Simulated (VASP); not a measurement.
# Ta4HN4 in VASP: single point with r2SCAN

Aim: the single point of Ta4HN4 with r2SCAN.

Everything below comes from runs of VASP 6.6.1. Logs are shortened: lines on timing, memory, paths and dates and some standing lists are left out, and cuts for length are marked.

**1. The cell of the first run**

The cell holds a slab with vacuum, 9 atoms: a = 2.936 Å, b = 4.116 Å, c = 25.040 Å, α = 90.00°, β = 90.00°, γ = 110.90°.

**2. Single point, r2SCAN**

POSCAR reads:

```
Ta4HN4
1.0
    2.9361543272      0.0000000000      0.0000000000
   -1.4680771636      3.8453577038      0.0000000000
    0.0000000000      0.0000000000     25.0403695336
Ta N H
4 4 1
Direct
    0.4321940917      0.8643881833      0.3394518595
    0.1508270016      0.3016540032      0.4156282559
    0.8712236591      0.7425287995      0.4925253312
    0.5790414717      0.1583627017      0.5705049616
    0.7186329100      0.4372658199      0.3521479256
    0.4372658200      0.8745316399      0.4283243219
    0.1581888816      0.3161016706      0.5043282938
    0.8894400910      0.7788847655      0.5742525943
    1.1594935768      1.3198421294      0.6143068537
```

INCAR.step1 reads:

```
SYSTEM = Ta4HN4
  ALGO = Normal
  DIPOL = 0.5 0.5 0.477
  EDIFF = 1E-4
  ENCUT = 520
  GGA = PE
  IDIPOL = 3
  ISMEAR = 0
  LASPH = .True.
  LCHARG = .False.
  LDIPOL = .True.
  LREAL = .False.
  LWAVE = .True.
  NBANDS = 42
  NELM = 100
  PREC = Accurate
  SIGMA = 0.1
```

INCAR.step2 reads:

```
SYSTEM = Ta4HN4
  ALGO = Normal
  DIPOL = 0.5 0.5 0.477
  EDIFF = 1E-7
  ENCUT = 520
  IDIPOL = 3
  ISIF = 2
  ISMEAR = 0
  ISTART = 1
  LASPH = .True.
  LCHARG = .False.
  LDIPOL = .True.
  LMIXTAU = .True.
  LREAL = .False.
  LWAVE = .False.
  METAGGA = R2SCAN
  NBANDS = 42
  NELM = 100
  PREC = Accurate
  SIGMA = 0.1
```

KPOINTS reads:

```
k-points
0
Gamma
  10 8 1
  0 0 0
```

Potentials or basis: VASP PAW PBE potentials, release 64 (Ta_pv, N, H).

On the command line:

```
$ cat potpaw_PBE.64/Ta_pv/POTCAR potpaw_PBE.64/N/POTCAR potpaw_PBE.64/H/POTCAR > POTCAR
$ cp INCAR.step1 INCAR
$ mpirun -np 1 vasp_std > vasp.out
$ cp INCAR.step2 INCAR
$ mpirun -np 1 vasp_std > vasp.out
```

OUTCAR:

```text
SYSTEM = Ta4HN4
   EDIFF = 1E-7
   ENCUT = 520
   ISIF = 2
   ISMEAR = 0
   ISTART = 1
   LASPH = .True.
   LREAL = .False.
   METAGGA = R2SCAN
   NELM = 100
   PREC = Accurate

 ion  position               nearest neighbor table
   1  0.432  0.864  0.339-   6 2.23   5 2.23   5 2.23   5 2.23   2 2.88   2 2.94   2 2.94
   2  0.151  0.302  0.416-   7 2.22   5 2.23   5 2.23   6 2.23   6 2.23   6 2.23   1 2.88   3 2.89
                             1 2.94   1 2.94   3 2.96   3 2.96
   3  0.871  0.743  0.493-   8 2.05   7 2.22   7 2.22   7 2.23   6 2.24   6 2.24   2 2.89   4 2.92
                             4 2.92   2 2.96   2 2.96   4 2.98
   4  0.579  0.158  0.571-   9 1.93   9 1.94   8 2.07   8 2.07   7 2.29   7 2.30   8 2.39   3 2.92
                             3 2.92   3 2.98
   5  0.719  0.437  0.352-   2 2.23   2 2.23   1 2.23   1 2.23   1 2.23
   6  0.437  0.875  0.428-   1 2.23   2 2.23   2 2.23   2 2.23   3 2.24   3 2.24
   7  0.158  0.316  0.504-   3 2.22   3 2.22   2 2.22   3 2.23   4 2.29   4 2.30
   8  0.889  0.779  0.574-   3 2.05   4 2.07   4 2.07   4 2.39
   9  0.159  0.320  0.614-   4 1.93   4 1.94

  LATTYP: Found a base centered orthorhombic cell.
 ALAT       =     2.9361543272
 B/A-ratio  =     2.6193157956
 C/A-ratio  =     8.5282879383

  Lattice vectors:

 A1 = (   1.4680771636,  -3.8453577038,   0.0000000000)
 A2 = (   1.4680771636,   3.8453577038,   0.0000000000)
 A3 = (   0.0000000000,   0.0000000000,  25.0403695336)

Analysis of symmetry for initial positions (statically):
=====================================================================
 Subroutine PRICEL returns:
 Original cell was already a primitive cell.

 Routine SETGRP: Setting up the symmetry group for a
 base centered orthorhombic supercell.

 Subroutine GETGRP returns: Found  1 space group operations
 (whereof  1 operations were pure point group operations)
 out of a pool of  8 trial point group operations.

The static configuration has the point symmetry C_1 .

Analysis of symmetry for dynamics (positions and initial velocities):
=====================================================================
 Subroutine PRICEL returns:
 Original cell was already a primitive cell.

 Routine SETGRP: Setting up the symmetry group for a
 base centered orthorhombic supercell.

 Subroutine GETGRP returns: Found  1 space group operations
 (whereof  1 operations were pure point group operations)
 out of a pool of  8 trial point group operations.

The dynamic configuration has the point symmetry C_1 .

 Subroutine INISYM returns: Found  1 space group operations
 (whereof  1 operations are pure point group operations),
 and found     1 'primitive' translations

----------------------------------------------------------------------------------------

                                     Primitive cell

  volume of cell :     282.7199

  direct lattice vectors                    reciprocal lattice vectors
     2.936154327  0.000000000  0.000000000     0.340581553  0.130026915  0.000000000
    -1.468077164  3.845357704  0.000000000     0.000000000  0.260053830  0.000000000
     0.000000000  0.000000000 25.040369534     0.000000000  0.000000000  0.039935513

  length of vectors
     2.936154327  4.116069293 25.040369534     0.364558353  0.260053830  0.039935513

  position of ions in fractional coordinates (direct lattice)
     0.432194092  0.864388183  0.339451860
     0.150827002  0.301654003  0.415628256
     0.871223659  0.742528800  0.492525331
     0.579041472  0.158362702  0.570504962
     0.718632910  0.437265820  0.352147926
     0.437265820  0.874531640  0.428324322
     0.158188882  0.316101671  0.504328294
     0.889440091  0.778884766  0.574252594
     0.159493577  0.319842129  0.614306854

  ion indices of the primitive-cell ions
   primitive index   ion index
                 1           1
                 2           2
                 3           3
                 4           4
                 5           5
                 6           6
                 7           7
                 8           8
                 9           9

----------------------------------------------------------------------------------------

 KPOINTS: k-points

Automatic generation of k-mesh.
 Grid dimensions read from file:
 generate k-points for:   10    8    1

 Generating k-lattice:

  Cartesian coordinates                     Fractional coordinates (reciprocal lattice)
     0.034058155  0.013002692  0.000000000     0.100000000  0.000000000  0.000000000
     0.000000000  0.032506729  0.000000000     0.000000000  0.125000000  0.000000000
     0.000000000  0.000000000  0.039935513     0.000000000  0.000000000  1.000000000

  Length of vectors
     0.036455835  0.032506729  0.039935513

  Shift w.r.t. Gamma in fractional coordinates (k-lattice)
     0.000000000  0.000000000  0.000000000

 -----------------------------------------------------------------------------
|                                                                             |
|           W    W    AA    RRRRR   N    N  II  N    N   GGGG   !!!           |
|           W    W   A  A   R    R  NN   N  II  NN   N  G    G  !!!           |
|           W    W  A    A  R    R  N N  N  II  N N  N  G       !!!           |
|           W WW W  AAAAAA  RRRRR   N  N N  II  N  N N  G  GGG   !            |
|           WW  WW  A    A  R   R   N   NN  II  N   NN  G    G                |
|           W    W  A    A  R    R  N    N  II  N    N   GGGG   !!!           |
|                                                                             |
|     Your reciprocal lattice and k-lattice belong to different lattice       |
|     classes:                                                                |
|                                                                             |
|        The reciprocal lattice is base centered orthorhombic,                |
|        whereas your k-lattice is simple monoclinic.                         |
|                                                                             |
|     Results are often still useful ...                                      |
|                                                                             |
 -----------------------------------------------------------------------------

 WARNING: IBZKPT: internal override: KBLOWUP is changed to .FALSE.
      ... skipping the blow-up phase ...

 Subroutine IBZKPT returns following result:
 ===========================================

 Found     42 irreducible k-points:

 Following reciprocal coordinates:
            Coordinates               Weight
  0.000000  0.000000  0.000000      1.000000
  0.100000  0.000000  0.000000      2.000000
  0.200000  0.000000  0.000000      2.000000
  0.300000  0.000000  0.000000      2.000000
  0.400000  0.000000  0.000000      2.000000
  0.500000  0.000000  0.000000      1.000000
[... 16 lines left out ...]
 -0.400000  0.250000  0.000000      2.000000
 -0.300000  0.250000  0.000000      2.000000
 [... further k-points ...]
   k-points           NKPTS =     42   k-points in BZ     NKDIM =     42   number of bands    NBANDS=     42
   number of dos      NEDOS =    301   number of ions     NIONS =      9
   total plane-waves  NPLWV = 147456
   dimension x,y,z NGX =    24 NGY =   32 NGZ =  192
   dimension x,y,z NGXF=    48 NGYF=   64 NGZF=  384
   ions per type =               4   4   1
   NGX,Y,Z   is equivalent  to a cutoff of  13.59, 12.92, 12.75 a.u.
   NGXF,Y,Z  is equivalent  to a cutoff of  27.18, 25.85, 25.49 a.u.
 SYSTEM =  Ta4HN4
   PREC   = accura    normal or accurate (medium, high low for compatibility)
   ISTART =      1    job   : 0-new  1-cont  2-samecut
   ICHARG =      0    charge: 1-file 2-atom 10-const
   ISPIN  =      1    spin polarized calculation?
   LNONCOLLINEAR =      F non collinear calculations
   LSORBIT =      F    spin-orbit coupling
   LASPH  =      T    aspherical Exc in radial PAW
   ENCUT  =  520.0 eV  38.22 Ry    6.18 a.u.   5.46  7.65 46.56*2*pi/ulx,y,z
   NELM   =    100;   NELMIN=  2; NELMDL=  0     # of ELM steps
   EDIFF  = 0.1E-06   stopping-criterion for ELM
   LREAL  =      F    real-space projection
   EDIFFG = 0.1E-05   stopping-criterion for IOM
   NSW    =      0    number of steps for IOM
   IBRION =     -1    ionic relax: 0-MD 1-quasi-New 2-CG
   NFREE  =      0    steps in history (QN), initial steepest desc. (CG)
   ISIF   =      2    stress and relaxation
   ISYM   =      2    0-nonsym 1-usesym 2-fastsym
   POTIM  = 0.5000    time-step for ionic-motion
   TEBEG  =    0.0;   TEEND  =   0.0 temperature during run
   PSTRESS=    0.0 pullay stress
   NELECT =      65.0000    total number of electrons
   NUPDOWN=      -1.0000    fix difference up-down
   EMIN   =  10.00;   EMAX   =-10.00  energy-range for DOS
   EFERMI =   0.00;   METHOD = LEGACY
   ISMEAR =     0;   SIGMA  =   0.10  broadening in eV -4-tet -1-fermi 0-gaus
   EFERMI_NEDOS =   21; number of points for ismear=-14 and -15
   IALGO  =     38    algorithm
   IMIX   =      4    mixing-type and parameters
     AMIX     =   0.40;   BMIX     =  1.00
     AMIX_MAG =   1.60;   BMIX_MAG =  1.00
  volume/ion in A,a.u.               =      31.41       211.99
  Fermi-wavevector in a.u.,A,eV,Ry     =   1.002907  1.895219 13.685035  1.005822
  Thomas-Fermi vector in A             =   2.135424
   LORBIT       =      0    0 simple, 1 ext, 2 COOP (PROOUT), +10 PAW based schemes
   METAGGA = R2SCAN    functional components
   LHFCALC =     F    Hartree Fock is set to
   AEXX    =    0.0000 exact exchange contribution
   IVDW    =     0    specifies the selected vdW correction
   LEPSILON=     F    determine dielectric tensor
   LRPA    =     F    only Hartree local field effects (RPA)
 non-spin polarized calculation
 Gauss-broadening in eV      SIGMA  =   0.10
  energy-cutoff  :      520.00
  volume of cell :      282.72
 maximum number of plane-waves:      7665
 NGX is ok and might be reduce to    24
   NGX = 11   NGY = 15   NGZ = 93

 dipolmoment           0.000000      0.000000     -0.073680 electrons x Angstroem

 number of electron      65.0000001 magnetization

 dipolmoment           0.000000      0.000000      0.029855 electrons x Angstroem

 Free energy of the ion-electron system (eV)
  ---------------------------------------------------
  ext. energy  EPLUGINS =         0.00000000
  ---------------------------------------------------
  free energy    TOTEN  =      -241.29083276 eV

  energy without entropy =     -241.26639554  energy(sigma->0) =     -241.27861415

 E-fermi :  -0.5678     XC(G=0):  -5.2507

 val. band max:       -0.5681011855   @ k =   0.0000   0.1250   0.0000
 cond. band min:      -0.5657151138   @ k =  -0.4000   0.2500   0.0000
 fundamental gap:      0.0023860717
 Fermi energy:        -0.5678333877

 k-point     1 :       0.0000    0.0000    0.0000
  band No.  band energies     occupation
      1     -37.3101      2.00000
      2     -37.0961      2.00000
      3     -36.9766      2.00000
      4     -36.8206      2.00000
      5     -36.7185      2.00000
      6     -36.5418      2.00000
[... 34 lines left out ...]
     41       3.4732      0.00000
     42       3.6331      0.00000
[... 994 lines left out ...]
      2     -37.0771      2.00000
      3     -37.0578      2.00000
      4     -36.9194      2.00000
      5     -36.8980      2.00000
      6     -36.7273      2.00000
[... 34 lines left out ...]
     41       4.0951      0.00000
     42       4.4340      0.00000

 [... further k-points ...]

------------------------ aborting loop because EDIFF is reached ----------------------------------------

 vacuum level on the upper side and lower side of the slab       (xc-potential included)         0.221        -0.253

  FORCE on cell =-STRESS in cart. coord.  units (eV):
  Direction    XX          YY          ZZ          XY          YZ          ZX
  --------------------------------------------------------------------------------------
  -------------------------------------------------------------------------------------
  Total       -3.0122440     -8.7775058     -1.4974578     -0.0009308     -0.0069033      0.0103355
  in kB      -17.0704265    -49.7422413     -8.4861133     -0.0052751     -0.0391210      0.0585715
  external PRESSURE =     -25.0995937 kB  Pullay stress =       0.0000000 kB

 VOLUME and BASIS-vectors are now :
 -----------------------------------------------------------------------------
  energy-cutoff  :      520.00
  volume of cell :      282.72
      direct lattice vectors                 reciprocal lattice vectors
     2.936154327  0.000000000  0.000000000     0.340581553  0.130026915  0.000000000
    -1.468077164  3.845357704  0.000000000     0.000000000  0.260053830  0.000000000
     0.000000000  0.000000000 25.040369534     0.000000000  0.000000000  0.039935513

 POSITION                                       TOTAL-FORCE (eV/Angst)
 -----------------------------------------------------------------------------------
      0.00000      3.32388      8.50000         0.003600      0.461907      0.548011
      0.00000      1.15997     10.40749         0.003762      0.013329     -0.447888
      1.46796      2.85529     12.33302         0.002918     -0.017296     -0.029919
      1.46767      0.60896     14.28566         0.001560      0.043605      0.063312
      1.46808      1.68144      8.81791        -0.007770     -0.545368      0.449930
      0.00000      3.36289     10.72540         0.001713      0.080311     -0.686249
      0.00041      1.21552     12.62857        -0.006001      0.011168      0.006001
      1.46807      2.99509     14.37950        -0.004955     -0.061089      0.078025
     -0.00126      1.22991     15.38247         0.005172      0.013432      0.018777
 -----------------------------------------------------------------------------------
    total drift:                                0.000250      0.000748     -0.004299

  FREE ENERGIE OF THE ION-ELECTRON SYSTEM (eV)
  ---------------------------------------------------
  free  energy   TOTEN  =      -241.2908327630 eV

  energy  without entropy=     -241.2663955438  energy(sigma->0) =     -241.27861415

 vacuum level on the upper side and lower side of the slab         4.038         3.556
```

Wall time 40 min (1 thread of Intel Xeon 6975P-C (Granite Rapids), shared host); peak memory 0.68 GiB.

Results:

- Free energy: -241.2908 eV
- Largest force: 0.717 eV/Å
- Band gap on the k mesh: zero (an odd number of electrons rules out a gap without spin polarisation)

Forces in eV/Å, atoms in the order of the input:
```
Ta   0.004  0.462  0.548
Ta   0.004  0.013 -0.448
Ta   0.003 -0.017 -0.030
Ta   0.002  0.044  0.063
N   -0.008 -0.545  0.450
N    0.002  0.080 -0.686
N   -0.006  0.011  0.006
N   -0.005 -0.061  0.078
H    0.005  0.013  0.019
```

Caveat: the PAW data sets were made with another functional, which shifts forces and pressure a little; spin-orbit coupling is left out, which moves the levels of the heavy elements.
